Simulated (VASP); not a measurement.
# SnO2 (P6_3/mmc) in VASP: notebook

Runs on SnO2. Level: PBE+D3(BJ). Tasks: single point.

All numbers are computed with VASP 6.6.1; they aren't measurements. Logs are shortened: lines on timing, memory, paths and dates and some standing lists are left out, and cuts for length are marked.

### 1 The cell of the first run

It takes space group P6_3/mmc (No. 194, hexagonal). Conventional cell: a = 3.231 Å, b = 3.231 Å, c = 9.595 Å, α = 90.00°, β = 90.00°, γ = 120.00°. Within 2.8 Å of Sn (site symmetry -3m) lie 6 O at 2.09 Å. O (site symmetry 3m) has 3 Sn at 2.09 Å and 3 O at 2.65 Å within 2.8 Å.

### 2 Single point, PBE+D3(BJ) (14.46 Å³/atom)

Input file INCAR:

```
SYSTEM = SnO2
ALGO = Normal ; EDIFF = 1E-6
ENCUT = 520 ; GGA = PE
ISIF = 2 ; ISMEAR = 0
IVDW = 12 ; LASPH = .TRUE.
LCHARG = .FALSE. ; LREAL = .FALSE.
LWAVE = .FALSE. ; NBANDS = 35
NELM = 60 ; PREC = Accurate
SIGMA = 0.05
```

Input file KPOINTS:

```
k-points
0
G
  12 12 4
  0 0 0
```

Input file POSCAR:

```
SnO2
1.0
    3.2308663353      0.0000000000      0.0000000000
   -1.6154331676      2.7980123226      0.0000000000
    0.0000000000      0.0000000000      9.5953499291
Sn O
2 4
Direct
    0.0000000000      0.0000000000      0.5000000000
    0.0000000000      0.0000000000      0.0000000000
    0.6666666667      0.3333333333      0.4017901367
    0.6666666667      0.3333333333      0.0982098633
    0.3333333333      0.6666666667      0.5982098633
    0.3333333333      0.6666666667      0.9017901367
```

Potentials or basis: VASP PAW PBE potentials, release 64 (Sn_d, O).

Run with:

```
cat potpaw_PBE.64/Sn_d/POTCAR potpaw_PBE.64/O/POTCAR > POTCAR
mpirun -np 1 vasp_std > vasp.out
```

OUTCAR:

```text
SYSTEM = SnO2
   EDIFF = 1E-6
   ENCUT = 520
   GGA = PE
   ISIF = 2
   ISMEAR = 0
   IVDW = 12
   LASPH = .TRUE.
   LREAL = .FALSE.
   NELM = 60
   PREC = Accurate
 IVDW          = 12

 ion  position               nearest neighbor table
   1  0.000  0.000  0.500-   3 2.09   5 2.09   5 2.09   3 2.09   3 2.09   5 2.09
   2  0.000  0.000  0.000-   4 2.09   6 2.09   6 2.09   4 2.09   4 2.09   6 2.09
   3  0.667  0.333  0.402-   1 2.09   1 2.09   1 2.09
   4  0.667  0.333  0.098-   2 2.09   2 2.09   2 2.09
   5  0.333  0.667  0.598-   1 2.09   1 2.09   1 2.09
   6  0.333  0.667  0.902-   2 2.09   2 2.09   2 2.09

  LATTYP: Found a hexagonal cell.
 ALAT       =     3.2308663353
 C/A-ratio  =     2.9699000000

  Lattice vectors:

 A1 = (   3.2308663353,   0.0000000000,   0.0000000000)
 A2 = (  -1.6154331676,   2.7980123226,   0.0000000000)
 A3 = (   0.0000000000,   0.0000000000,   9.5953499291)

Analysis of symmetry for initial positions (statically):
=====================================================================
 Subroutine PRICEL returns:
 Original cell was already a primitive cell.

 Routine SETGRP: Setting up the symmetry group for a
 hexagonal supercell.

 Subroutine GETGRP returns: Found 24 space group operations
 (whereof 12 operations were pure point group operations)
 out of a pool of 24 trial point group operations.

The static configuration has the point symmetry D_3d.
 The point group associated with its full space group is D_6h.

Analysis of symmetry for dynamics (positions and initial velocities):
=====================================================================
 Subroutine PRICEL returns:
 Original cell was already a primitive cell.

 Routine SETGRP: Setting up the symmetry group for a
 hexagonal supercell.

 Subroutine GETGRP returns: Found 24 space group operations
 (whereof 12 operations were pure point group operations)
 out of a pool of 24 trial point group operations.

The dynamic configuration has the point symmetry D_3d.
 The point group associated with its full space group is D_6h.

 Subroutine INISYM returns: Found 24 space group operations
 (whereof 12 operations are pure point group operations),
 and found     1 'primitive' translations

----------------------------------------------------------------------------------------

                                     Primitive cell

  volume of cell :      86.7420

  direct lattice vectors                    reciprocal lattice vectors
     3.230866335  0.000000000  0.000000000     0.309514507  0.178698284  0.000000000
    -1.615433168  2.798012323  0.000000000     0.000000000  0.357396568  0.000000000
     0.000000000  0.000000000  9.595349929     0.000000000  0.000000000  0.104217148

  length of vectors
     3.230866335  3.230866335  9.595349929     0.357396568  0.357396568  0.104217148

  position of ions in fractional coordinates (direct lattice)
     0.000000000  0.000000000  0.500000000
     0.000000000  0.000000000  0.000000000
     0.666666667  0.333333333  0.401790137
     0.666666667  0.333333333  0.098209863
     0.333333333  0.666666667  0.598209863
     0.333333333  0.666666667  0.901790137

  ion indices of the primitive-cell ions
   primitive index   ion index
                 1           1
                 2           2
                 3           3
                 4           4
                 5           5
                 6           6

----------------------------------------------------------------------------------------

 KPOINTS: k-points

Automatic generation of k-mesh.
 Grid dimensions read from file:
 generate k-points for:   12   12    4

 Generating k-lattice:

  Cartesian coordinates                     Fractional coordinates (reciprocal lattice)
     0.025792876  0.014891524  0.000000000     0.083333333 -0.000000000  0.000000000
     0.000000000  0.029783047  0.000000000     0.000000000  0.083333333  0.000000000
     0.000000000  0.000000000  0.026054287     0.000000000  0.000000000  0.250000000

  Length of vectors
     0.029783047  0.029783047  0.026054287

  Shift w.r.t. Gamma in fractional coordinates (k-lattice)
     0.000000000  0.000000000  0.000000000

 Subroutine IBZKPT returns following result:
 ===========================================

 Found     57 irreducible k-points:

 Following reciprocal coordinates:
            Coordinates               Weight
  0.000000  0.000000  0.000000      1.000000
  0.083333  0.000000  0.000000      6.000000
  0.166667  0.000000  0.000000      6.000000
  0.250000  0.000000  0.000000      6.000000
  0.333333  0.000000  0.000000      6.000000
  0.416667  0.000000  0.000000      6.000000
[... 16 lines left out ...]
  0.250000  0.000000  0.250000     12.000000
  0.333333  0.000000  0.250000     12.000000
 [... further k-points ...]
   k-points           NKPTS =     57   k-points in BZ     NKDIM =     57   number of bands    NBANDS=     35
   number of dos      NEDOS =    301   number of ions     NIONS =      6
   total plane-waves  NPLWV =  41472
   dimension x,y,z NGX =    24 NGY =   24 NGZ =   72
   dimension x,y,z NGXF=    48 NGYF=   48 NGZF=  144
   ions per type =               2   4
   NGX,Y,Z   is equivalent  to a cutoff of  12.35, 12.35, 12.47 a.u.
   NGXF,Y,Z  is equivalent  to a cutoff of  24.70, 24.70, 24.95 a.u.
 SYSTEM =  SnO2
   PREC   = accura    normal or accurate (medium, high low for compatibility)
   ISTART =      0    job   : 0-new  1-cont  2-samecut
   ICHARG =      2    charge: 1-file 2-atom 10-const
   ISPIN  =      1    spin polarized calculation?
   LNONCOLLINEAR =      F non collinear calculations
   LSORBIT =      F    spin-orbit coupling
   LASPH  =      T    aspherical Exc in radial PAW
   ENCUT  =  520.0 eV  38.22 Ry    6.18 a.u.   6.01  6.01 17.84*2*pi/ulx,y,z
   NELM   =     60;   NELMIN=  2; NELMDL= -5     # of ELM steps
   EDIFF  = 0.1E-05   stopping-criterion for ELM
   LREAL  =      F    real-space projection
   EDIFFG = 0.1E-04   stopping-criterion for IOM
   NSW    =      0    number of steps for IOM
   IBRION =     -1    ionic relax: 0-MD 1-quasi-New 2-CG
   NFREE  =      0    steps in history (QN), initial steepest desc. (CG)
   ISIF   =      2    stress and relaxation
   ISYM   =      2    0-nonsym 1-usesym 2-fastsym
   POTIM  = 0.5000    time-step for ionic-motion
   TEBEG  =    0.0;   TEEND  =   0.0 temperature during run
   PSTRESS=    0.0 pullay stress
   NELECT =      52.0000    total number of electrons
   NUPDOWN=      -1.0000    fix difference up-down
   EMIN   =  10.00;   EMAX   =-10.00  energy-range for DOS
   EFERMI =   0.00;   METHOD = LEGACY
   ISMEAR =     0;   SIGMA  =   0.05  broadening in eV -4-tet -1-fermi 0-gaus
   EFERMI_NEDOS =   21; number of points for ismear=-14 and -15
   IALGO  =     38    algorithm
   IMIX   =      4    mixing-type and parameters
     AMIX     =   0.40;   BMIX     =  1.00
     AMIX_MAG =   1.60;   BMIX_MAG =  1.00
  volume/ion in A,a.u.               =      14.46        97.56
  Fermi-wavevector in a.u.,A,eV,Ry     =   1.380383  2.608545 25.925304  1.905456
  Thomas-Fermi vector in A             =   2.505265
   LORBIT       =      0    0 simple, 1 ext, 2 COOP (PROOUT), +10 PAW based schemes
   GGA     = PE    functional components
   LHFCALC =     F    Hartree Fock is set to
   AEXX    =    0.0000 exact exchange contribution
   IVDW    =    12    specifies the selected vdW correction
   LEPSILON=     F    determine dielectric tensor
   LRPA    =     F    only Hartree local field effects (RPA)
 non-spin polarized calculation
 Gauss-broadening in eV      SIGMA  =   0.05
  energy-cutoff  :      520.00
  volume of cell :       86.74
 maximum number of plane-waves:      2370
   NGX = 13   NGY = 13   NGZ = 35

 number of electron      51.9999995 magnetization

 Free energy of the ion-electron system (eV)
  ---------------------------------------------------
  ext. energy  EPLUGINS =         0.00000000
  ---------------------------------------------------
  free energy    TOTEN  =       -36.07717343 eV

  energy without entropy =      -36.07717343  energy(sigma->0) =      -36.07717343

 E-fermi :   3.9376     XC(G=0):  -9.8912

 val. band max:        3.6764081763   @ k =   0.2500   0.2500   0.0000
 cond. band min:       5.4416596513   @ k =   0.0000   0.0000   0.0000
 fundamental gap:      1.7652514750
 Fermi energy:         3.9376117486

 k-point     1 :       0.0000    0.0000    0.0000
  band No.  band energies     occupation
      1     -16.7181      2.00000
      2     -16.7130      2.00000
      3     -16.3581      2.00000
      4     -16.3581      2.00000
      5     -16.3578      2.00000
      6     -16.3578      2.00000
[... 27 lines left out ...]
     34      14.7263      0.00000
     35      14.7288      0.00000

 k-point     2 :       0.0833    0.0000    0.0000
  band No.  band energies     occupation
      1     -16.6825      2.00000
      2     -16.6779      2.00000
      3     -16.4255      2.00000
      4     -16.4235      2.00000
      5     -16.3441      2.00000
      6     -16.3437      2.00000
[... 27 lines left out ...]
     34      14.9035      0.00000
     35      15.0898      0.00000

 k-point     3 :       0.1667    0.0000    0.0000
  band No.  band energies     occupation
      1     -16.6690      2.00000
      2     -16.6637      2.00000
      3     -16.5210      2.00000
      4     -16.5172      2.00000
      5     -16.3108      2.00000
      6     -16.3104      2.00000
[... 27 lines left out ...]
     34      15.3279      0.00000
     35      15.3851      0.00000

 k-point     4 :       0.2500    0.0000    0.0000
  band No.  band energies     occupation
      1     -16.8708      2.00000
      2     -16.8623      2.00000
      3     -16.4197      2.00000
      4     -16.4170      2.00000
      5     -16.2826      2.00000
      6     -16.2821      2.00000
[... 27 lines left out ...]
     34      15.8037      0.00000
     35      15.9006      0.00000

 k-point     5 :       0.3333    0.0000    0.0000
  band No.  band energies     occupation
      1     -17.0704      2.00000
      2     -17.0601      2.00000
      3     -16.3331      2.00000
      4     -16.3310      2.00000
      5     -16.2738      2.00000
      6     -16.2732      2.00000
[... 638 lines left out ...]
 k-point    22 :       0.1667    0.0000    0.2500
  band No.  band energies     occupation
      1     -16.6683      2.00000
      2     -16.6645      2.00000
      3     -16.5205      2.00000
      4     -16.5178      2.00000
      5     -16.3108      2.00000
      6     -16.3105      2.00000
[... 27 lines left out ...]
     34      15.3703      0.00000
     35      15.3991      0.00000

 k-point    23 :       0.2500    0.0000    0.2500
  band No.  band energies     occupation
      1     -16.8696      2.00000
      2     -16.8636      2.00000
      3     -16.4193      2.00000
      4     -16.4174      2.00000
      5     -16.2826      2.00000
      6     -16.2822      2.00000
[... 27 lines left out ...]
     34      15.7606      0.00000
     35      15.8833      0.00000

 k-point    24 :       0.3333    0.0000    0.2500
  band No.  band energies     occupation
      1     -17.0689      2.00000
      2     -17.0616      2.00000
      3     -16.3328      2.00000
      4     -16.3313      2.00000
      5     -16.2737      2.00000
      6     -16.2733      2.00000
[... 27 lines left out ...]
     34      15.8842      0.00000
     35      16.2205      0.00000

 [... further k-points ...]

------------------------ aborting loop because EDIFF is reached ----------------------------------------

 Edisp (eV)   -1.05943

 E8    (eV) :    -0.4168

  FORCE on cell =-STRESS in cart. coord.  units (eV):
  Direction    XX          YY          ZZ          XY          YZ          ZX
  --------------------------------------------------------------------------------------
  -------------------------------------------------------------------------------------
  Total       1.99869     1.99869     4.26762     0.00000    -0.00000     0.00000
  in kB      36.91708    36.91708    78.82557     0.00000    -0.00000     0.00000
  external pressure =       50.89 kB  Pullay stress =        0.00 kB

 VOLUME and BASIS-vectors are now :
 -----------------------------------------------------------------------------
  energy-cutoff  :      520.00
  volume of cell :       86.74
      direct lattice vectors                 reciprocal lattice vectors
     3.230866335  0.000000000  0.000000000     0.309514507  0.178698284  0.000000000
    -1.615433168  2.798012323  0.000000000     0.000000000  0.357396568  0.000000000
     0.000000000  0.000000000  9.595349929     0.000000000  0.000000000  0.104217148

 POSITION                                       TOTAL-FORCE (eV/Angst)
 -----------------------------------------------------------------------------------
      0.00000      0.00000      4.79767         0.000000      0.000000      0.000000
      0.00000      0.00000      0.00000         0.000000      0.000000      0.000000
      1.61543      0.93267      3.85532        -0.000000      0.000000     -0.824335
      1.61543      0.93267      0.94236         0.000000     -0.000000      0.824335
     -0.00000      1.86534      5.74003        -0.000000      0.000000      0.824335
     -0.00000      1.86534      8.65299        -0.000000      0.000000     -0.824335
 -----------------------------------------------------------------------------------
    total drift:                               -0.000000      0.000000      0.000000

  FREE ENERGIE OF THE ION-ELECTRON SYSTEM (eV)
  ---------------------------------------------------
  free  energy   TOTEN  =       -37.1366060705 eV

  energy  without entropy=      -37.1366060705  energy(sigma->0) =      -37.13660607
```

It took 76 s on 1 thread of Intel Xeon 6975P-C (Granite Rapids), shared host; peak memory 0.28 GiB.

What came out:

```yaml
Free_energy: -37.1366 eV
Pressure: 5.1 GPa
Largest_force: 0.824 eV/Å
Band_gap_on_the_k_mesh: 1.77 eV (least direct gap 2.25 eV)
Dispersion_energy_per_atom: -0.177 eV
```

Forces on the atoms (eV/Å):
```
Sn   0.000  0.000  0.000
Sn   0.000  0.000  0.000
O    0.000  0.000 -0.824
O    0.000  0.000  0.824
O    0.000  0.000  0.824
O    0.000  0.000 -0.824
```

Stress tensor (GPa, compression positive):
```
3.69 0.00 0.00
0.00 3.69 0.00
0.00 0.00 7.88
```

Levels at points of the mesh, in eV from the valence-band top:
```csv
k point,band 22,band 23,band 24,band 25,band 26,band 27,band 28,band 29,band 30,band 31
"(0.00, 0.00, 0.00)",-1.33,-1.33,-1.25,-1.25,-0.48,1.77,2.94,5.19,5.92,10.87
"(0.50, 0.00, 0.00)",-1.09,-0.94,-0.83,-0.71,-0.11,5.17,5.44,6.65,7.81,9.49
"(0.00, 0.00, 0.50)",-1.29,-1.29,-1.29,-1.08,-1.08,2.38,2.38,5.57,5.57,10.96
"(0.50, 0.00, 0.50)",-1.53,-0.77,-0.77,-0.42,-0.42,5.30,5.30,7.17,7.17,9.72
```

Caveat: the cell stands under pressure; spin-orbit coupling is left out, which moves the levels of the heavy elements. A k mesh can miss the band edges.

### 3 Single point, PBE+D3(BJ) (14.46 Å³/atom)

Input file INCAR:

```
  ALGO = Normal
  EDIFF = 1E-6
  ENCUT = 520
  GGA = PE
  ISIF = 2
  ISMEAR = 0
  IVDW = 12
  LASPH = T
  LCHARG = F
  LREAL = F
  LWAVE = F
  NBANDS = 35
  NELM = 100
  PREC = Accurate
  SIGMA = 0.05
```

Input file KPOINTS:

```
k-points
0
Gamma
  12 12 4
```

POSCAR, as its differences from that of step 2:

```diff
@@ -2,5 +2,5 @@
 1.0
-    3.2308663353      0.0000000000      0.0000000000
-   -1.6154331676      2.7980123226      0.0000000000
-    0.0000000000      0.0000000000      9.5953499291
+    3.0832250872      0.0000000000      0.0000000000
+   -1.5416125436      2.6701512511      0.0000000000
+    0.0000000000      0.0000000000     10.5363050906
 Sn O
```

Potentials or basis: VASP PAW PBE potentials, release 64 (Sn_d, O).

Run with:

```
cat potpaw_PBE.64/Sn_d/POTCAR potpaw_PBE.64/O/POTCAR > POTCAR
mpirun -np 1 vasp_std > vasp.out
```

Wall time 99 s (1 thread of Intel Xeon 6975P-C (Granite Rapids), shared host); peak memory 0.29 GiB.

The run converged. Its results:

| Item | Value |
| --- | --- |
| Free energy | -36.8752 eV |
| Pressure | 14.6 GPa |
| Largest force | 0.731 eV/Å |
| Band gap on the k mesh | 2.90 eV (least direct gap 3.38 eV) |
| Dispersion energy per atom | -0.176 eV |

Forces in eV/Å, atoms in the order of the input:
```
Sn   0.000  0.000  0.000
Sn   0.000  0.000  0.000
O    0.000  0.000 -0.731
O    0.000  0.000  0.731
O    0.000  0.000  0.731
O    0.000  0.000 -0.731
```

Stress tensor (GPa, compression positive):
```
19.52  0.00  0.00
 0.00 19.52  0.00
 0.00  0.00  4.81
```

Levels at points of the mesh, in eV from the valence-band top:
| k point | band 23 | band 24 | band 25 | band 26 | band 27 | band 28 | band 29 | band 30 |
| --- | --- | --- | --- | --- | --- | --- | --- | --- |
| (0.00, 0.00, 0.00) | -0.68 | -0.65 | -0.65 | -0.48 | 2.90 | 3.73 | 6.07 | 6.41 |
| (0.50, 0.00, 0.00) | -0.51 | -0.48 | -0.43 | -0.05 | 6.08 | 6.28 | 7.46 | 8.09 |
| (0.00, 0.00, 0.50) | -0.66 | -0.66 | -0.66 | -0.66 | 3.32 | 3.32 | 6.25 | 6.25 |
| (0.50, 0.00, 0.50) | -0.45 | -0.45 | -0.26 | -0.26 | 6.17 | 6.17 | 7.76 | 7.76 |

Caveat: the stress differs along the axes, from 5 to 20 GPa; spin-orbit coupling is left out, which moves the levels of the heavy elements.

(Part 1 of 2 ends here.)
